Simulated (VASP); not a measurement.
# B in VASP: further runs

The runs below take B through single point, with PBE, PBE-based screened hybrid.

All numbers are computed with VASP 6.6.1; they aren't measurements. Logs are shortened: lines on timing, memory, paths and dates and some standing lists are left out, and cuts for length are marked.

## Step 1: The cell of the first run

It takes space group Pmmn (No. 59, orthorhombic). The conventional cell has a = 1.625 Å, b = 2.866 Å, c = 3.914 Å, α = 90.00°, β = 90.00°, γ = 90.00°. B (site symmetry mm2) has 6 B at 1.62 to 1.86 Å within 2.2 Å.

## Step 2: Single point, PBE

INCAR

```
SYSTEM = B
  PREC = Accurate
  ENCUT = 520
  EDIFF = 1E-6
  ISMEAR = 0
  SIGMA = 0.011
  LREAL = .False.
  LASPH = .True.
  NELM = 100
  ALGO = Normal
  ISIF = 2
  LWAVE = .False.
  LCHARG = .False.
  GGA = PE
  NBANDS = 10
```

KPOINTS

```
regular mesh
0
Gamma
  16 9 7
  0 0 0
```

POSCAR

```
B
1.0
    1.6245600000      0.0000000000      0.0000000000
    0.0000000000      2.8661500000      0.0000000000
    0.0000000000      0.0000000000      3.9144000000
B
2
Direct
    0.0000000000      0.5000000000      0.6092600000
    0.5000000000      0.0000000000      0.3907400000
```

Potentials or basis: VASP PAW PBE potentials, release 64 (B).

Started as:

```sh
> cat potpaw_PBE.64/B/POTCAR > POTCAR
> mpirun -np 1 vasp_std > vasp.out
```

OUTCAR:

```text
SYSTEM = B
   PREC = Accurate
   ENCUT = 520
   EDIFF = 1E-6
   ISMEAR = 0
   LREAL = .False.
   LASPH = .True.
   NELM = 100
   ISIF = 2
   GGA = PE

 ion  position               nearest neighbor table
   1  0.000  0.500  0.609-   2 1.86   2 1.86   2 1.86   2 1.86
   2  0.500  0.000  0.391-   1 1.86   1 1.86   1 1.86   1 1.86

  LATTYP: Found a simple orthorhombic cell.
 ALAT       =     1.6245600000
 B/A-ratio  =     1.7642623233
 C/A-ratio  =     2.4095139607

  Lattice vectors:

 A1 = (   1.6245600000,   0.0000000000,   0.0000000000)
 A2 = (   0.0000000000,   2.8661500000,   0.0000000000)
 A3 = (   0.0000000000,   0.0000000000,   3.9144000000)

Analysis of symmetry for initial positions (statically):
=====================================================================
 Subroutine PRICEL returns:
 Original cell was already a primitive cell.

 Routine SETGRP: Setting up the symmetry group for a
 simple orthorhombic supercell.

 Subroutine GETGRP returns: Found  8 space group operations
 (whereof  4 operations were pure point group operations)
 out of a pool of  8 trial point group operations.

The static configuration has the point symmetry C_2v.
 The point group associated with its full space group is D_2h.

Analysis of symmetry for dynamics (positions and initial velocities):
=====================================================================
 Subroutine PRICEL returns:
 Original cell was already a primitive cell.

 Routine SETGRP: Setting up the symmetry group for a
 simple orthorhombic supercell.

 Subroutine GETGRP returns: Found  8 space group operations
 (whereof  4 operations were pure point group operations)
 out of a pool of  8 trial point group operations.

The dynamic configuration has the point symmetry C_2v.
 The point group associated with its full space group is D_2h.

 Subroutine INISYM returns: Found  8 space group operations
 (whereof  4 operations are pure point group operations),
 and found     1 'primitive' translations

----------------------------------------------------------------------------------------

                                     Primitive cell

  volume of cell :      18.2264

  direct lattice vectors                    reciprocal lattice vectors
     1.624560000  0.000000000  0.000000000     0.615551288  0.000000000  0.000000000
[... 85 lines left out ...]
   NELM   =    100;   NELMIN=  2; NELMDL= -5     # of ELM steps
   EDIFF  = 0.1E-05   stopping-criterion for ELM
   LREAL  =      F    real-space projection
   EDIFFG = 0.1E-04   stopping-criterion for IOM
   NSW    =      0    number of steps for IOM
   IBRION =     -1    ionic relax: 0-MD 1-quasi-New 2-CG
   NFREE  =      0    steps in history (QN), initial steepest desc. (CG)
   ISIF   =      2    stress and relaxation
   ISYM   =      2    0-nonsym 1-usesym 2-fastsym
   POTIM  = 0.5000    time-step for ionic-motion
   TEBEG  =    0.0;   TEEND  =   0.0 temperature during run
   PSTRESS=    0.0 pullay stress
   NELECT =       6.0000    total number of electrons
   NUPDOWN=      -1.0000    fix difference up-down
   EMIN   =  10.00;   EMAX   =-10.00  energy-range for DOS
   EFERMI =   0.00;   METHOD = LEGACY
   ISMEAR =     0;   SIGMA  =   0.01  broadening in eV -4-tet -1-fermi 0-gaus
   EFERMI_NEDOS =   21; number of points for ismear=-14 and -15
   IALGO  =     38    algorithm
   IMIX   =      4    mixing-type and parameters
     AMIX     =   0.40;   BMIX     =  1.00
     AMIX_MAG =   1.60;   BMIX_MAG =  1.00
  volume/ion in A,a.u.               =       9.11        61.50
  Fermi-wavevector in a.u.,A,eV,Ry     =   1.130382  2.136113 17.385032  1.277764
  Thomas-Fermi vector in A             =   2.267078
   LORBIT       =      0    0 simple, 1 ext, 2 COOP (PROOUT), +10 PAW based schemes
   GGA     = PE    functional components
   LHFCALC =     F    Hartree Fock is set to
   AEXX    =    0.0000 exact exchange contribution
   IVDW    =     0    specifies the selected vdW correction
   LEPSILON=     F    determine dielectric tensor
   LRPA    =     F    only Hartree local field effects (RPA)
 non-spin polarized calculation
 Gauss-broadening in eV      SIGMA  =   0.01
  energy-cutoff  :      520.00
  volume of cell :       18.23
 maximum number of plane-waves:       512
   NGX =  7   NGY = 11   NGZ = 15

 number of electron       6.0000000 magnetization

 Free energy of the ion-electron system (eV)
  ---------------------------------------------------
  ext. energy  EPLUGINS =         0.00000000
  ---------------------------------------------------
  free energy    TOTEN  =       -12.45428035 eV

  energy without entropy =      -12.45424036  energy(sigma->0) =      -12.45426036

 E-fermi :   4.3857     XC(G=0): -10.3078

 val. band max:        4.3645842269   @ k =   0.3125   0.0000   0.4286
 cond. band min:       4.3909445659   @ k =   0.3750   0.2222   0.4286
 fundamental gap:      0.0263603391
 Fermi energy:         4.3857378065

 k-point     1 :       0.0000    0.0000    0.0000
  band No.  band energies     occupation
      1     -11.7344      2.00000
      2      -1.4945      2.00000
      3      -0.9306      2.00000
      4       1.9766      2.00000
      5       7.3380      0.00000
      6      12.6471      0.00000
      7      15.7957      0.00000
      8      20.6401      0.00000
      9      22.7260      0.00000
     10      26.4694      0.00000
[... 287 lines left out ...]
 k-point    24 :       0.3125    0.2222    0.0000
  band No.  band energies     occupation
      1      -7.2548      2.00000
      2      -0.4888      2.00000
      3       3.3289      2.00000
      4       7.3974      0.00000
      5      10.5981      0.00000
      6      12.9343      0.00000
      7      16.7268      0.00000
      8      17.3606      0.00000
      9      20.2290      0.00000
     10      22.1139      0.00000

 [... further k-points ...]
[... 5 lines left out ...]
  --------------------------------------------------------------------------------------
  -------------------------------------------------------------------------------------
  Total       -0.1067721      0.2676962     -0.1049440      0.0000000      0.0000000      0.0000000
  in kB       -9.3857362     23.5316746     -9.2250377      0.0000000      0.0000000      0.0000000
  external PRESSURE =       1.6403002 kB  Pullay stress =       0.0000000 kB

 VOLUME and BASIS-vectors are now :
 -----------------------------------------------------------------------------
  energy-cutoff  :      520.00
  volume of cell :       18.23
      direct lattice vectors                 reciprocal lattice vectors
     1.624560000  0.000000000  0.000000000     0.615551288  0.000000000  0.000000000
     0.000000000  2.866150000  0.000000000     0.000000000  0.348900092  0.000000000
     0.000000000  0.000000000  3.914400000     0.000000000  0.000000000  0.255466994

 POSITION                                       TOTAL-FORCE (eV/Angst)
 -----------------------------------------------------------------------------------
      0.00000      1.43308      2.38489         0.000000      0.000000     -0.053240
      0.81228      0.00000      1.52951         0.000000      0.000000      0.053240
 -----------------------------------------------------------------------------------
    total drift:                                0.000000      0.000000      0.000000

  FREE ENERGIE OF THE ION-ELECTRON SYSTEM (eV)
  ---------------------------------------------------
  free  energy   TOTEN  =       -12.4542803502 eV

  energy  without entropy=      -12.4542403643  energy(sigma->0) =      -12.45426036
```

Run time: 22 s. Hardware: 1 thread of Intel Xeon 8259CL, shared host; peak memory 0.14 GiB.

Results:

- Free energy: -12.4543 eV
- Pressure: 0.2 GPa
- Largest force: 0.053 eV/Å
- Band gap on the k mesh: zero (band 3 reaches 11.01 eV, above the bottom of band 4 at 0.71 eV)

Forces in eV/Å, atoms in the order of the input:
```
B    0.000  0.000 -0.053
B    0.000  0.000  0.053
```

Caveat: this functional lacks dispersion, which binds the layers, so the pressure and a relaxed spacing across them are unreliable.

## Step 3: Single point, PBE (atoms moved at random)

INCAR

```
  ALGO = Normal
  EDIFF = 1E-7
  ENCUT = 520
  GGA = PE
  ISIF = 2
  ISMEAR = -1
  LASPH = T
  LCHARG = F
  LREAL = F
  LWAVE = F
  NBANDS = 10
  NELM = 100
  PREC = Accurate
  SIGMA = 0.05
```

KPOINTS

```
k-points
0
Gamma
  16 9 7
```

POSCAR

```
B
1.0
    1.6245600000      0.0000000000      0.0000000000
    0.0000000000      2.8661500000      0.0000000000
    0.0000000000      0.0000000000      3.9144000000
B
2
Direct
   -0.0000200000      0.5120920000      0.6158960000
    0.5140320000      0.0054650000      0.3975270000
```

Potentials or basis: VASP PAW PBE potentials, release 64 (B).

Started as:

```sh
> cat potpaw_PBE.64/B/POTCAR > POTCAR
> mpirun -np 1 vasp_std > vasp.out
```

It took 42 s on 1 thread of Intel Xeon 6975P-C, shared host; peak memory 0.19 GiB.

The run converged. Its results:

* Free energy: -12.4517 eV
* Pressure: 0.2 GPa
* Largest force: 0.278 eV/Å
* Band gap on the k mesh: zero (band 3 reaches 10.89 eV, above the bottom of band 4 at 0.71 eV)

Forces on the atoms (eV/Å):
```
B    0.227 -0.159  0.016
B   -0.227  0.159 -0.016
```

Stress tensor (GPa, compression positive):
```
-0.91 -0.15  1.70
-0.15  1.87 -1.20
 1.70 -1.20 -0.31
```

Levels at points of the mesh, in eV from the Fermi level:
| k point | band 1 | band 2 | band 3 | band 4 | band 5 | band 6 |
| --- | --- | --- | --- | --- | --- | --- |
| (0.00, 0.00, 0.00) | -16.11 | -5.86 | -5.31 | -2.39 | 2.95 | 8.29 |
| (0.50, 0.00, 0.00) | -7.10 | -6.91 | 6.49 | 6.55 | 7.22 | 7.65 |

Caveat: the cell differs from its parent crystal (atoms moved at random).

## Step 4: Single point, PBE-based screened hybrid

POSCAR

```
B
1.0
    1.6245600000      0.0000000000      0.0000000000
    0.0000000000      2.8661500000      0.0000000000
    0.0000000000      0.0000000000      3.9144000000
B
2
Direct
    0.0000000000      0.5000000000      0.6092600000
    0.5000000000      0.0000000000      0.3907400000
```

INCAR.step1

```
SYSTEM = B
ALGO = Normal ; EDIFF = 1E-5
ENCUT = 520 ; GGA = PE
ISIF = 2 ; ISMEAR = -1
LASPH = .TRUE. ; LREAL = .FALSE.
LWAVE = .TRUE. ; NBANDS = 10
NELM = 100 ; PREC = Accurate
SIGMA = 0.05
```

INCAR.step2

```
SYSTEM = B
AEXX = 0.25 ; ALGO = Normal
EDIFF = 1E-6 ; ENCUT = 520
GGA = PE ; HFSCREEN = 0.3
ISIF = 2 ; ISMEAR = -1
ISTART = 1 ; LASPH = .TRUE.
LCHARG = .TRUE. ; LELF = .TRUE.
LHFCALC = .TRUE. ; LREAL = .FALSE.
LVHAR = .TRUE. ; LWAVE = .FALSE.
NBANDS = 10 ; NELM = 100
PREC = Accurate ; PRECFOCK = Normal
SIGMA = 0.05
```

KPOINTS

```
k-points
0
G
  8 5 4
  0 0 0
```

Potentials or basis: VASP PAW PBE potentials, release 64 (B).

Started as:

```sh
> cat potpaw_PBE.64/B/POTCAR > POTCAR
> cp INCAR.step1 INCAR
> mpirun -np 1 vasp_std > vasp.out
> cp INCAR.step2 INCAR
> mpirun -np 1 vasp_std > vasp.out
```

OUTCAR:

```text
SYSTEM = B
   AEXX = 0.25
   EDIFF = 1E-6
   ENCUT = 520
   GGA = PE
   HFSCREEN = 0.3
   ISIF = 2
   ISMEAR = -1
   ISTART = 1
   LASPH = .TRUE.
   LHFCALC = .TRUE.
   LREAL = .FALSE.
   NELM = 100
   PREC = Accurate
   PRECFOCK = Normal

 ion  position               nearest neighbor table
   1  0.000  0.500  0.609-   2 1.86   2 1.86   2 1.86   2 1.86
   2  0.500  0.000  0.391-   1 1.86   1 1.86   1 1.86   1 1.86

  LATTYP: Found a simple orthorhombic cell.
 ALAT       =     1.6245600000
 B/A-ratio  =     1.7642623233
 C/A-ratio  =     2.4095139607

  Lattice vectors:

 A1 = (   1.6245600000,   0.0000000000,   0.0000000000)
 A2 = (   0.0000000000,   2.8661500000,   0.0000000000)
 A3 = (   0.0000000000,   0.0000000000,   3.9144000000)

Analysis of symmetry for initial positions (statically):
=====================================================================
 Subroutine PRICEL returns:
 Original cell was already a primitive cell.

 Routine SETGRP: Setting up the symmetry group for a
 simple orthorhombic supercell.

 Subroutine GETGRP returns: Found  8 space group operations
 (whereof  4 operations were pure point group operations)
[... 174 lines left out ...]

 val. band max:        4.4946669733   @ k =   0.3750   0.2000   0.5000
 cond. band min:       4.7474359939   @ k =   0.2500   0.4000   0.2500
 fundamental gap:      0.2527690206
 Fermi energy:         4.7052433443

 k-point     1 :       0.0000    0.0000    0.0000
  band No.  band energies     occupation
      1     -13.7049      2.00000
      2      -2.3994      2.00000
      3      -1.6788      2.00000
      4       1.6312      2.00000
      5       7.6475      0.00000
      6      13.4051      0.00000
      7      16.4811      0.00000
      8      21.3904      0.00000
      9      23.3679      0.00000
     10      28.0234      0.00000
[... 287 lines left out ...]
 k-point    24 :       0.3750    0.2000    0.2500
  band No.  band energies     occupation
      1      -7.0380      2.00000
      2      -0.7843      2.00000
      3       4.9062      0.03534
      4       9.4081      0.00000
      5      11.4245      0.00000
      6      14.5862      0.00000
      7      16.6554      0.00000
      8      17.4077      0.00000
      9      21.3896      0.00000
     10      24.4510      0.00000

 [... further k-points ...]
[... 5 lines left out ...]
  --------------------------------------------------------------------------------------
  -------------------------------------------------------------------------------------
  Total       -1.0978045      0.2317072      0.3751311      0.0000000      0.0000000      0.0000000
  in kB      -96.5018670     20.3680833     32.9756783      0.0000000      0.0000000      0.0000000
  external PRESSURE =     -14.3860351 kB  Pullay stress =       0.0000000 kB

 VOLUME and BASIS-vectors are now :
 -----------------------------------------------------------------------------
  energy-cutoff  :      520.00
  volume of cell :       18.23
      direct lattice vectors                 reciprocal lattice vectors
     1.624560000  0.000000000  0.000000000     0.615551288  0.000000000  0.000000000
     0.000000000  2.866150000  0.000000000     0.000000000  0.348900092  0.000000000
     0.000000000  0.000000000  3.914400000     0.000000000  0.000000000  0.255466994

 POSITION                                       TOTAL-FORCE (eV/Angst)
 -----------------------------------------------------------------------------------
      0.00000      1.43308      2.38489         0.000000      0.000000      0.295463
      0.81228      0.00000      1.52951         0.000000      0.000000     -0.295463
 -----------------------------------------------------------------------------------
    total drift:                               -0.000000      0.000000     -0.000000

  FREE ENERGIE OF THE ION-ELECTRON SYSTEM (eV)
  ---------------------------------------------------
  free  energy   TOTEN  =       -13.3976408825 eV

  energy  without entropy=      -13.3929240276  energy(sigma->0) =      -13.39528246
```

OUTCAR.step1:

```text
SYSTEM = B
   EDIFF = 1E-5
   ENCUT = 520
   GGA = PE
   ISIF = 2
   ISMEAR = -1
[... 536 lines left out ...]
 -----------------------------------------------------------------------------------
      0.00000      1.43308      2.38489         0.000000      0.000000      0.223733
      0.81228      0.00000      1.52951         0.000000      0.000000     -0.223733
 -----------------------------------------------------------------------------------
    total drift:                                0.000000      0.000000      0.000000

  FREE ENERGIE OF THE ION-ELECTRON SYSTEM (eV)
  ---------------------------------------------------
  free  energy   TOTEN  =       -12.3876416264 eV

  energy  without entropy=      -12.3822179723  energy(sigma->0) =      -12.38492980
```

Wall time 3.2 min (1 thread of Intel Xeon 6975P-C, shared host); peak memory 0.22 GiB.

Results:

| Quantity | Value |
| --- | --- |
| Free energy | -13.3976 eV |
| Pressure | -1.4 GPa |
| Largest force | 0.295 eV/Å |
| Band gap on the k mesh | zero (band 3 reaches 11.62 eV, above the bottom of band 4 at 0.82 eV) |

Forces in eV/Å, atoms in the order of the input:
```
B    0.000  0.000  0.295
B    0.000  0.000 -0.295
```

Caveat: the k points lie up to 0.48 Å⁻¹ apart; the PAW data sets were made with another functional, which shifts forces and pressure a little.

## Step 5: Summary

| level | k mesh | smearing | grid for exact exchange (PRECFOCK) | share of exact exchange | screening parameter | gap on the mesh (eV) | pressure (GPa) | largest force (eV/Å) |
| --- | --- | --- | --- | --- | --- | --- | --- | --- |
| PBE | 16 × 9 × 7 | gaussian 0.011 eV | - | - | - | none | 0.2 | 0.05 |
| PBE | 16 × 9 × 7 | fermi-dirac 0.05 eV | - | - | - | none | 0.2 | 0.28 |
| PBE-based screened hybrid | 8 × 5 × 4 | fermi-dirac 0.05 eV | Normal | 0.25 | 0.3 1/Å | none | -1.4 | 0.30 |

Some of these runs hold the atoms at other places in the same cell, which the table doesn't show; runs alike in all that it shows share one row.

Alike in all rows: task single point; potentials or basis VASP PAW PBE potentials, release 64 (B); no spin polarisation; cell as given; cutoff (eV) 520.

Caveats: some runs use coarse meshes; this functional lacks dispersion, which binds the layers, so the pressure and a relaxed spacing across them are unreliable (some runs); the PAW data sets were made with another functional, which shifts forces and pressure a little (some runs).

Total energies depend on the potentials used, so only differences within one code and one set of settings carry meaning.
